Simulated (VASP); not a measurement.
# GaN (kat) (F-43m) in VASP: notebook, part 2 of 2

VASP 6.6.1.

**3. Relaxation of the atoms, LDA (strained cell)**

File INCAR:

```
PREC = Accurate
ENCUT = 520
EDIFF = 1E-7
ISMEAR = 0
SIGMA = 0.02
LREAL = False
LASPH = True
NELM = 60
ALGO = Normal
ISIF = 2
LWAVE = False
LCHARG = False
GGA = CA
IBRION = 2
NSW = 60
EDIFFG = -0.002
```

File KPOINTS:

```
regular mesh
0
Gamma
  10 10 10
```

File POSCAR:

```
GaN
1.0
    0.0000000000      2.2490778363      2.2490778363
    2.2490778363      0.0000000000      2.2490778363
    2.2490778363      2.2490778363      0.0000000000
Ga N
1 1
Direct
    0.0000000000      0.0000000000      0.0000000000
    0.2500000000      0.2500000000      0.2500000000
```

Potentials or basis: VASP PAW LDA potentials, release 64 (Ga_d, N).

On the command line:

```console
$ cat potpaw_LDA.64/Ga_d/POTCAR potpaw_LDA.64/N/POTCAR > POTCAR
$ mpirun -np 1 vasp_std > vasp.out
```

OUTCAR:

```text
PREC = Accurate
   ENCUT = 520
   EDIFF = 1E-7
   ISMEAR = 0
   LREAL = False
   LASPH = True
   NELM = 60
   ISIF = 2
   GGA = CA
   IBRION = 2
   NSW = 60
   EDIFFG = -0.002

 ion  position               nearest neighbor table
   1  0.000  0.000  0.000-   2 1.95   2 1.95   2 1.95   2 1.95
   2  0.250  0.250  0.250-   1 1.95   1 1.95   1 1.95   1 1.95

  LATTYP: Found a face centered cubic cell.
 ALAT       =     4.4981556726

  Lattice vectors:

 A1 = (   0.0000000000,   2.2490778363,   2.2490778363)
 A2 = (   2.2490778363,   0.0000000000,   2.2490778363)
 A3 = (   2.2490778363,   2.2490778363,   0.0000000000)

Analysis of symmetry for initial positions (statically):
=====================================================================
 Subroutine PRICEL returns:
 Original cell was already a primitive cell.

 Routine SETGRP: Setting up the symmetry group for a
 face centered cubic supercell.

 Subroutine GETGRP returns: Found 24 space group operations
 (whereof 24 operations were pure point group operations)
 out of a pool of 48 trial point group operations.

The static configuration has the point symmetry T_d .

Analysis of symmetry for dynamics (positions and initial velocities):
=====================================================================
 Subroutine PRICEL returns:
 Original cell was already a primitive cell.

 Routine SETGRP: Setting up the symmetry group for a
 face centered cubic supercell.

 Subroutine GETGRP returns: Found 24 space group operations
 (whereof 24 operations were pure point group operations)
 out of a pool of 48 trial point group operations.

The dynamic configuration has the point symmetry T_d .

 Subroutine INISYM returns: Found 24 space group operations
 (whereof 24 operations are pure point group operations),
 and found     1 'primitive' translations

[... 115 lines left out ...]
  volume/ion in A,a.u.               =      11.38        76.77
  Fermi-wavevector in a.u.,A,eV,Ry     =   1.514088  2.861212 31.190855  2.292463
  Thomas-Fermi vector in A             =   2.623792
   LORBIT       =      0    0 simple, 1 ext, 2 COOP (PROOUT), +10 PAW based schemes
   GGA     = CA    functional components
   LHFCALC =     F    Hartree Fock is set to
   AEXX    =    0.0000 exact exchange contribution
   IVDW    =     0    specifies the selected vdW correction
   LEPSILON=     F    determine dielectric tensor
   LRPA    =     F    only Hartree local field effects (RPA)
 conjugate gradient relaxation of ions
 non-spin polarized calculation
 Gauss-broadening in eV      SIGMA  =   0.02
  energy-cutoff  :      520.00
  volume of cell :       22.75
 maximum number of plane-waves:       622
   NGX = 11   NGY = 11   NGZ = 11

 number of electron      18.0000006 magnetization

 Free energy of the ion-electron system (eV)
  ---------------------------------------------------
  ext. energy  EPLUGINS =         0.00000000
  ---------------------------------------------------
  free energy    TOTEN  =       -13.93715259 eV

  energy without entropy =      -13.93715259  energy(sigma->0) =      -13.93715259

 E-fermi :   5.1795     XC(G=0): -12.1498

 val. band max:        5.0959213935   @ k =   0.0000   0.0000   0.0000
 cond. band min:       6.8819514532   @ k =   0.0000   0.0000   0.0000
 fundamental gap:      1.7860300596
 Fermi energy:         5.1794809019

 k-point     1 :       0.0000    0.0000    0.0000
  band No.  band energies     occupation
      1     -10.7580      2.00000
      2      -8.4626      2.00000
      3      -8.4626      2.00000
      4      -8.4626      2.00000
      5      -8.1386      2.00000
      6      -8.1386      2.00000
      7       5.0959      2.00000
      8       5.0959      2.00000
      9       5.0959      2.00000
     10       6.8820      0.00000
     11      15.2432      0.00000
     12      15.2432      0.00000
     13      15.2432      0.00000
[... 354 lines left out ...]
  band No.  band energies     occupation
      1      -9.8165      2.00000
      2      -8.3335      2.00000
      3      -8.2353      2.00000
      4      -8.2345      2.00000
      5      -8.0769      2.00000
      6      -7.1047      2.00000
      7       0.0335      2.00000
      8       2.5725      2.00000
      9       2.9042      2.00000
     10       9.4663      0.00000
     11      12.1256      0.00000
     12      15.7637      0.00000
     13      17.8182      0.00000

 [... further k-points ...]
[... 5 lines left out ...]
  --------------------------------------------------------------------------------------
  -------------------------------------------------------------------------------------
  Total       -0.6330983     -0.6330983     -0.6330983      0.0000000     -0.0000000      0.0000000
  in kB      -44.5798154    -44.5798154    -44.5798154      0.0000000     -0.0000000      0.0000000
  external PRESSURE =     -44.5798154 kB  Pullay stress =       0.0000000 kB

 VOLUME and BASIS-vectors are now :
 -----------------------------------------------------------------------------
  energy-cutoff  :      520.00
  volume of cell :       22.75
      direct lattice vectors                 reciprocal lattice vectors
     0.000000000  2.249077836  2.249077836    -0.222313337  0.222313337  0.222313337
     2.249077836  0.000000000  2.249077836     0.222313337 -0.222313337  0.222313337
     2.249077836  2.249077836  0.000000000     0.222313337  0.222313337 -0.222313337

 POSITION                                       TOTAL-FORCE (eV/Angst)
 -----------------------------------------------------------------------------------
      0.00000      0.00000      0.00000         0.000000      0.000000      0.000000
      1.12454      1.12454      1.12454        -0.000000     -0.000000     -0.000000
 -----------------------------------------------------------------------------------
    total drift:                                0.000002      0.000002      0.000002

  FREE ENERGIE OF THE ION-ELECTRON SYSTEM (eV)
  ---------------------------------------------------
  free  energy   TOTEN  =       -13.9371525906 eV

  energy  without entropy=      -13.9371525906  energy(sigma->0) =      -13.93715259

 reached required accuracy - stopping structural energy minimisation
```

CONTCAR:

```text
GaN
   1.00000000000000
     0.0000000000000000    2.2490778363000001    2.2490778363000001
     2.2490778363000001    0.0000000000000000    2.2490778363000001
     2.2490778363000001    2.2490778363000001    0.0000000000000000
  Ga              N
     1     1
Direct
     0.0000000000000000    0.0000000000000000    0.0000000000000000
     0.2500000000000000    0.2500000000000000    0.2500000000000000

  0.00000000E+00  0.00000000E+00  0.00000000E+00
  0.00000000E+00  0.00000000E+00  0.00000000E+00
```

Run time: 27 s. Hardware: 1 thread of AMD EPYC 7R13, shared host; peak memory 0.1 GiB.

What came out:

```
Free energy             : -13.9372 eV
Pressure after relaxing : -4.5 GPa
Band gap on the k mesh  : 1.79 eV, direct
```

Final structure:
```yaml
crystal:
  lattice:
    - [0.00000, 2.24908, 2.24908]
    - [2.24908, 0.00000, 2.24908]
    - [2.24908, 2.24908, 0.00000]
  atoms:
    - { symbol: Ga, position: [0.00000, 0.00000, 0.00000] }
    - { symbol: N, position: [0.25000, 0.25000, 0.25000] }
```

Levels at points of the mesh, in eV from the valence-band top:
| k point | band 7 | band 8 | band 9 | band 10 | band 11 | band 12 |
| --- | --- | --- | --- | --- | --- | --- |
| (0.00, 0.00, 0.00) | 0.00 | 0.00 | 0.00 | 1.79 | 10.15 | 10.15 |
| (0.50, 0.00, 0.00) | -7.16 | -0.99 | -0.99 | 4.58 | 8.63 | 10.23 |
| (0.50, 0.50, 0.00) | -6.23 | -2.75 | -2.75 | 3.25 | 6.52 | 11.54 |

Caveat: the cell differs from its parent crystal (strained cell); the relaxation stopped at its first step, so nothing moved.

**4. Single point, LDA (strained cell)**

File INCAR:

```
ALGO     = Normal         # electronic algorithm
EDIFF    = 1E-6           # SCF threshold, eV
ENCUT    = 910            # plane-wave cutoff, eV
GGA      = CA             # functional
GGA_COMPAT= False        
ISIF     = 2              # what is computed and relaxed
ISMEAR   = 0              # smearing method
LASPH    = True           # aspherical terms in the spheres
LCHARG   = False          # write CHGCAR
LREAL    = False          # projectors in reciprocal space
LWAVE    = False          # write WAVECAR
NBANDS   = 16             # bands
NELM     = 120            # most SCF steps
PREC     = Accurate       # precision mode
SIGMA    = 0.02           # smearing width, eV
```

File KPOINTS:

```
k-points
0
Gamma
  10 10 10
```

POSCAR is that of step 3.

Potentials or basis: VASP PAW LDA potentials, release 64 (Ga_d, N_h).

On the command line:

```console
$ cat potpaw_LDA.64/Ga_d/POTCAR potpaw_LDA.64/N_h/POTCAR > POTCAR
$ mpirun -np 1 vasp_std > vasp.out
```

Wall time 10 s (1 thread of Intel Xeon 6975P-C (Granite Rapids), shared host); peak memory 0.17 GiB.

It converged, with:

```yaml
Free_energy: -13.9395 eV
Pressure: -4.7 GPa
Band_gap_on_the_k_mesh: 1.79 eV, direct
```

Levels at points of the mesh, in eV from the valence-band top:
```csv
k point,band 7,band 8,band 9,band 10,band 11,band 12
"(0.00, 0.00, 0.00)",0.00,0.00,0.00,1.79,10.15,10.15
"(0.50, 0.00, 0.00)",-7.16,-0.99,-0.99,4.59,8.63,10.24
"(0.50, 0.50, 0.00)",-6.23,-2.75,-2.75,3.25,6.52,11.54
```

Caveat: the cell differs from its parent crystal (strained cell); the cutoff is under 1.25 times the usual one of these potentials, so pressure, stress and relaxed cells hold a basis-set (Pulay) error.

**5. Overview**

```csv
task,potentials or basis,cell,cutoff (eV),second run,gap on the mesh (eV),pressure (GPa)
single point,"VASP PAW LDA potentials, release 64 (Ga_d, N)",as given,520,-,1.79,-4.5
relaxation of the atoms,"VASP PAW LDA potentials, release 64 (Ga_d, N)",atoms relaxed,520,-,1.79,-4.5
single point,"VASP PAW LDA potentials, release 64 (Ga_d, N_h)",as given,910,hard_potentials,1.79,-4.7
```

Alike in all rows: level LDA; no spin polarisation; k mesh 10 × 10 × 10; smearing gaussian 0.02 eV.

Caveats: the relaxation stopped at its first step, so nothing moved (some runs); the cutoff is under 1.25 times the usual one of these potentials, so pressure, stress and relaxed cells hold a basis-set (Pulay) error (some runs).

Total energies depend on the potentials used, so only differences within one code and one set of settings carry meaning.
